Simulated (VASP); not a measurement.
Set up this calculation in VASP 6.6.1, as the native input.

```yaml
Task: single point
Functional: PBE
Potentials_or_basis: VASP PAW PBE potentials, release 64 (Pt)
Cutoff: 520 eV
k_mesh: 26 × 26 × 26
Occupations: gaussian, width 0.15 eV
Spin: no spin polarisation
Dipole_correction: no
Further_INCAR_settings: ALGO = Fast; EDIFF = 1e-06; NBANDS = 11
```

The structure of Pt lies in POSCAR:

```
Pt
1.0
    0.0000000000      1.8858023017      1.9850550544
    1.8858023017      0.0000000000      1.9850550544
    1.8858023017      1.8858023017      0.0000000000
Pt
1
Direct
    0.0000000000      0.0000000000      0.0000000000
```

This cell differs from its parent crystal: strain -0.050 along x and y, +0.000 along z.

One way to write it, as run:

INCAR

```
PREC = Accurate
ENCUT = 520
EDIFF = 1E-6
ISMEAR = 0
SIGMA = 0.15
LREAL = False
LASPH = True
NELM = 100
ALGO = Fast
ISIF = 2
LWAVE = False
LCHARG = True
GGA = PE
LELF = True
LVHAR = True
NBANDS = 11
```

KPOINTS

```
regular mesh
0
Gamma
  26 26 26
```

Potentials or basis: VASP PAW PBE potentials, release 64 (Pt).

Launch:

```sh
$ cat potpaw_PBE.64/Pt/POTCAR > POTCAR
$ mpirun -np 1 vasp_std > vasp.out
```

Results of the run:

| Item | Value |
| --- | --- |
| Pressure | 33.5 GPa |
| Band gap on the k mesh | zero (band 5 reaches 13.46 eV, above the bottom of band 6 at 10.62 eV) |

Caveat: the cell differs from its parent crystal (strain -0.050 along x and y, +0.000 along z); spin-orbit coupling is left out, which moves the levels of the heavy elements.

Run time: 64 s on 1 thread of Intel(R) Xeon(R) 6975P-C (Granite Rapids) (shared host), peak memory 0.31 GiB.
